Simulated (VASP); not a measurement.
A run of VASP 6.6.1 is set up as follows.

Contents of INCAR:

```
SYSTEM = MoS2
  PREC = Accurate
  ENCUT = 520
  EDIFF = 1E-7
  ISMEAR = -1
  SIGMA = 0.1
  LREAL = .False.
  LASPH = .True.
  NELM = 60
  ALGO = Normal
  ISIF = 2
  LWAVE = .False.
  LCHARG = .True.
  GGA = B5
  ALDAX = 1.0
  AGGAX = 1.0
  AGGAC = 1.0
  ALDAC = 0.0
  LELF = .True.
  LVHAR = .True.
  NBANDS = 20
```

Contents of KPOINTS:

```
Automatic mesh
0
Gamma
  12 12 12
  0 0 0
```

The input POSCAR:

```
MoS2
1.0
    6.3831760000      0.0000000000      0.0000000000
    5.5955395603      3.0716238175      0.0000000000
    5.5955395603      1.4348276740      2.7159054516
Mo S
1 2
Direct
    0.0000000000      0.0000000000      0.0000000000
    0.7500000000      0.7500000000      0.7500000000
    0.2500000000      0.2500000000      0.2500000000
```

Potentials or basis: VASP PAW PBE potentials, release 64 (Mo_sv, S).

Run with:

```bash
$ cat potpaw_PBE.64/Mo_sv/POTCAR potpaw_PBE.64/S/POTCAR > POTCAR
$ mpirun -np 1 vasp_std > vasp.out
```

(1) Predict the pressure.

(2) Estimate the band gap on the k mesh.

(3) Estimate the largest force.

Answers

(1) 15.7 GPa.

(2) zero (bands 13 and 14 overlap by 0.81 eV).

(3) 1.367 eV/Å.

Caveat: the cell stands under pressure; the PAW data sets were made with another functional, which shifts forces and pressure a little.
